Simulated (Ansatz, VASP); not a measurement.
## Two plane-wave programs on SnO2

The input POSCAR:

```
SnO2
1.0
    4.7516099880      0.0000000000      0.0000000000
    0.0000000000      4.7516099880      0.0000000000
    0.0000000000      0.0000000000      3.1970310638
Sn O
2 4
Direct
    0.5000000000      0.5000000000      0.5000000000
    0.0000000000      0.0000000000      0.0000000000
    0.1941440641      0.8058559359      0.5000000000
    0.8058559359      0.1941440641      0.5000000000
    0.3058559359      0.3058559359      0.0000000000
    0.6941440641      0.6941440641      0.0000000000
```

Contents of INCAR.step1:

```
SYSTEM = SnO2
ALGO = Normal
EDIFF = 1E-4
ENCUT = 520
GGA = PE
ISMEAR = 0
LASPH = .TRUE.
LCHARG = .FALSE.
LREAL = .FALSE.
LWAVE = .TRUE.
NBANDS = 35
NELM = 80
PREC = Accurate
SIGMA = 0.02
```

The input INCAR.step2:

```
SYSTEM = SnO2
ALGO = Normal
EDIFF = 1E-6
ENCUT = 520
ISIF = 2
ISMEAR = 0
ISTART = 1
LASPH = .TRUE.
LCHARG = .TRUE.
LELF = .TRUE.
LMIXTAU = .TRUE.
LREAL = .FALSE.
LVHAR = .TRUE.
LWAVE = .FALSE.
METAGGA = R2SCAN
NBANDS = 35
NELM = 80
PREC = Accurate
SIGMA = 0.02
```

KPOINTS

```
k-points
0
G
  6 6 8
  0 0 0
```

Input for Ansatz:

```yaml
crystal:
  lattice:
    - [4.751609988, 0.0, 0.0]
    - [0.0, 4.751609988, 0.0]
    - [0.0, 0.0, 3.1970310638]
  atoms:
    - { symbol: Sn, position: [0.5, 0.5, 0.5] }
    - { symbol: Sn, position: [0.0, 0.0, 0.0] }
    - { symbol: O, position: [0.1941440641, 0.8058559359, 0.5] }
    - { symbol: O, position: [0.8058559359, 0.1941440641, 0.5] }
    - { symbol: O, position: [0.3058559359, 0.3058559359, 0.0] }
    - { symbol: O, position: [0.6941440641, 0.6941440641, 0.0] }
basis:
  ecutwfc: 500
kpoints:
  mp_grid: { grid: [6, 6, 8] }
  band_path: { path: [VBM, CBM], npoints: 2 }
hamiltonian:
  xc: r2scan
scf:
  occupations: { method: gaussian, width: 0.02 }
output:
  forces: true
  stress: true
  eigenvalues: true
checkpoint:
  read: start.run
  write: ck
  compress: false
  write_wavefunctions: false
  write_every: 100000
```

Alike in both runs: task single point; functional r2SCAN; k mesh 6 × 6 × 8; occupations gaussian, width 0.02 eV; no spin polarisation.

|  | VASP | Ansatz |
| --- | --- | --- |
| version | VASP 6.6.1 | Ansatz 0.2.0 |
| potentials or method | VASP PAW PBE potentials, release 64 (Sn_d, O), cutoff 520 eV | scalar-relativistic, plane waves, PAW |
| valence electrons in the cell | 52 | 52 |

```csv
,VASP,Ansatz,Ansatz less VASP
gap on the k mesh at the Fermi level (eV),1.85,1.82,-0.027
least direct gap on the mesh (eV),1.85,1.82,-0.027
pressure (GPa),2.1,1.0,-1.11
"traceless stress, the component that is largest in VASP (GPa)",0.43,0.08,-0.344
rms of the force components (eV/Å),0.016,0.003,-0.0130
```

VASP's potentials were made for PBE, not for r2SCAN. Atom by atom the forces differ by 0.013 eV/Å (rms over components). With one functional, cell and mesh, what is left measures potentials, basis and numerics.
